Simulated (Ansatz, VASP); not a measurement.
# TiO2: VASP beside Ansatz

The input POSCAR:

```
TiO2
1.0
    4.5318000000      0.0000000000      0.0000000000
    0.0000000000      5.5019000000      0.0000000000
    0.0000000000      0.0000000000      4.9063000000
Ti O
4 8
Direct
    0.0000000000      0.1758413173      0.2500000000
    0.5000000000      0.3241586827      0.7500000000
    0.0000000000      0.8241586827      0.7500000000
    0.5000000000      0.6758413173      0.2500000000
    0.2701523181      0.3823928269      0.4195101840
    0.2298476819      0.1176071731      0.9195101840
    0.7701523181      0.1176071731      0.5804898160
    0.7298476819      0.3823928269      0.0804898160
    0.7298476819      0.6176071731      0.5804898160
    0.7701523181      0.8823928269      0.0804898160
    0.2298476819      0.8823928269      0.4195101840
    0.2701523181      0.6176071731      0.9195101840
```

Contents of INCAR.step1:

```
SYSTEM = TiO2
ALGO = Normal
EDIFF = 1E-4
ENCUT = 520
GGA = PE
ISMEAR = -1
LASPH = .True.
LCHARG = .False.
LREAL = .False.
LWAVE = .True.
NBANDS = 60
NELM = 100
PREC = Accurate
SIGMA = 0.02
```

File INCAR.step2:

```
SYSTEM = TiO2
ALGO = Normal
EDIFF = 1E-8
ENCUT = 520
ISIF = 2
ISMEAR = -1
ISTART = 1
LASPH = .True.
LCHARG = .False.
LEFG = .True.
LMIXTAU = .True.
LREAL = .False.
LWAVE = .False.
METAGGA = R2SCAN
NBANDS = 60
NELM = 100
PREC = Accurate
SIGMA = 0.02
```

Contents of KPOINTS:

```
k-points
0
Gamma
  5 4 4
  0 0 0
```

Input for Ansatz:

```yaml
crystal:
  lattice:
    - [4.5318, 0.0, 0.0]
    - [0.0, 5.5019, 0.0]
    - [0.0, 0.0, 4.9063]
  atoms:
    - { symbol: Ti, position: [0.0, 0.1758413173, 0.25] }
    - { symbol: Ti, position: [0.5, 0.3241586827, 0.75] }
    - { symbol: Ti, position: [0.0, 0.8241586827, 0.75] }
    - { symbol: Ti, position: [0.5, 0.6758413173, 0.25] }
    - { symbol: O, position: [0.2701523181, 0.3823928269, 0.419510184] }
    - { symbol: O, position: [0.2298476819, 0.1176071731, 0.919510184] }
    - { symbol: O, position: [0.7701523181, 0.1176071731, 0.580489816] }
    - { symbol: O, position: [0.7298476819, 0.3823928269, 0.080489816] }
    - { symbol: O, position: [0.7298476819, 0.6176071731, 0.580489816] }
    - { symbol: O, position: [0.7701523181, 0.8823928269, 0.080489816] }
    - { symbol: O, position: [0.2298476819, 0.8823928269, 0.419510184] }
    - { symbol: O, position: [0.2701523181, 0.6176071731, 0.919510184] }
kpoints:
  mp_grid: { grid: [5, 4, 4] }
scf:
  occupations: { method: fermi_dirac, width: 0.02 }
hamiltonian:
  xc: r2scan
  pseudopotentials: { kind: paw, frozen_core: stored }
output:
  forces: true
  stress: true
  populations: true
  efg: { quadrupole_moments_barn: { Ti: 0.247, O: -0.02558 } }
  write_density: true
  write_potential: true
  elf: true
  volumetric_format: npy
```

Alike in both runs: task electric field gradients; functional r2SCAN; k mesh 5 × 4 × 4; occupations fermi-dirac, width 0.02 eV; no spin polarisation.

```csv
,VASP,Ansatz
version,VASP 6.6.1,Ansatz 0.2.0
potentials or method,"VASP PAW PBE potentials, release 64 (Ti_sv, O)","plane-wave PAW, scalar-relativistic"
plane-wave cutoff (eV),520,500
valence electrons in the cell,96,96
```

Ansatz gave:

- gap on the k mesh at the Fermi level (eV): 3.04
- pressure (GPa): 0.4
- traceless stress, the component that is largest in VASP (GPa): -0.86
- rms of the force components (eV/Å): 0.024
- size of Vzz on the site where it differs most (V/Å²): 30.6

**Question.** Which values does VASP return?

**Answer.** gap on the k mesh at the Fermi level (eV): 3.06; pressure (GPa): 1.8; traceless stress, the component that is largest in VASP (GPa): -0.70; rms of the force components (eV/Å): 0.065; size of Vzz on the site where it differs most (V/Å²): 28.5.

VASP's potentials were made for PBE, not for r2SCAN. Atom by atom the forces differ by 0.051 eV/Å (rms over components). With one functional, cell and mesh, what is left measures potentials, basis and numerics.
